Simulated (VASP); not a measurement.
Runs of VASP 6.6.1 on Ga. It takes space group Pm-3m (No. 221, cubic). The conventional cell has a = 2.716 Å, b = 2.716 Å, c = 2.716 Å, α = 90.00°, β = 90.00°, γ = 90.00°. Ga (site symmetry m-3m) has 6 Ga at 2.72 Å within 3.6 Å. This isn't the form of Ga at room conditions, which is orthorhombic.

| task | level | spin | cell | k mesh | cutoff (eV) | grid for exact exchange (PRECFOCK) | share of exact exchange | gap on the mesh (eV) | pressure (GPa) | relaxed volume (Å³/atom) |
| --- | --- | --- | --- | --- | --- | --- | --- | --- | --- | --- |
| relaxation of cell and atoms | PBEsol+D3(BJ) | off | relaxed | 10 × 10 × 10 | 600 | - | - | none | 0.0 | 17.95 |
| relaxation of cell and atoms | PBEsol-based global hybrid with 25 % exact exchange | off | relaxed | 5 × 5 × 5 | 600 | Normal | 0.25 | none | -0.1 | (b) |
| single point | r2SCAN | non-collinear, zero start, SOC | as given | 7 × 7 × 7 | 520 | - | - | - | -3.6 | - |
| relaxation of cell and atoms | PBE0 | off | relaxed | 5 × 5 × 5 | 600 | Normal | 0.25 | none | -0.1 | 19.42 |
| relaxation of cell and atoms | B3LYP | off | relaxed | 5 × 5 × 5 | 600 | Normal | 0.2 | none | 0.0 | 21.00 |
| relaxation of cell and atoms | PBE+D4 | off | relaxed | 10 × 10 × 10 | 600 | - | - | none | 0.0 | 18.70 |
| single point | PBE0 | off | as given | 6 × 6 × 6 | 520 | Normal | 0.25 | none | (a) | - |

Alike in all rows: potentials or basis VASP PAW PBE potentials, release 64 (Ga_d); smearing fermi-dirac 0.05 eV.

**Question.** Fill in the values left out.

**Answer.** (a) -0.5; (b) 18.65.

Caveats: some runs use coarse meshes; the PAW data sets were made with another functional, which shifts forces and pressure a little (at least some runs); the cell stands under tension (at least some runs).

A k mesh can miss the band edges, and rows without SOC leave out spin-orbit coupling on Ga.

A gap of «none» marks levels without a gap at the run's occupations.
